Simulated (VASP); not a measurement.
Write the native input for VASP 6.6.1 that does the following.

* Task: relaxation of cell and atoms
* Functional: LDA
* Potentials or basis: VASP PAW LDA potentials, release 64 (Zr_sv)
* Cutoff: 600 eV
* k mesh: 18 × 18 × 18
* Occupations: fermi-dirac, width 0.1 eV
* Spin: no spin polarisation
* Target pressure: 220 GPa
* Dipole correction: no
* Further INCAR settings: ALGO = Normal; EDIFF = 1e-06; IBRION = 2; EDIFFG = -0.005; NSW = 60; ISIF = 3

The structure of Zr lies in POSCAR:

```
Zr
1.0
   -2.1512189230      2.1512189230      1.1831704077
    2.1512189230     -2.1512189230      1.1831704077
    2.1512189230      2.1512189230     -1.1831704077
Zr
2
Direct
   -0.3750000000     -0.1250000000     -0.2500000000
    0.3750000000      0.1250000000      0.2500000000
```

The input as run:

INCAR

```
SYSTEM = Zr
ALGO = Normal
EDIFF = 1E-6
EDIFFG = -0.005
ENCUT = 600
GGA = CA
IBRION = 2
ISIF = 3
ISMEAR = -1
LASPH = .TRUE.
LCHARG = .FALSE.
LREAL = .FALSE.
LWAVE = .FALSE.
NELM = 60
NSW = 60
PREC = Accurate
PSTRESS = 2200.0
SIGMA = 0.1
```

KPOINTS

```
k-points
0
G
  18 18 18
  0 0 0
```

Potentials or basis: VASP PAW LDA potentials, release 64 (Zr_sv).

Launch:

```console
$ cat potpaw_LDA.64/Zr_sv/POTCAR > POTCAR
$ mpirun -np 1 vasp_std > vasp.out
```

It gave:

| Item | Value |
| --- | --- |
| Relaxed volume | 11.27 Å³/atom |
| Relaxed cell | a = 3.290 Å, b = 3.290 Å, c = 3.290 Å, α = 97.66°, β = 97.66°, γ = 137.18° |
| Space group after relaxing (to 0.05 Å) | I4_1/amd (No. 141) |
| Energy change on relaxing (the enthalpy is what falls) | -459.3 meV/atom |
| Ionic steps | 9 |
| Pressure after relaxing | 220.0 GPa |
| Band gap on the k mesh | zero (band 12 reaches 20.79 eV, above the bottom of band 13 at 17.17 eV) |

Caveat: the cell is relaxed towards a set pressure, so the enthalpy falls and the energy may rise.

It took 9.4 min on 1 thread of Intel(R) Xeon(R) 6975P-C (Granite Rapids), on a shared host, peak memory 0.31 GiB.
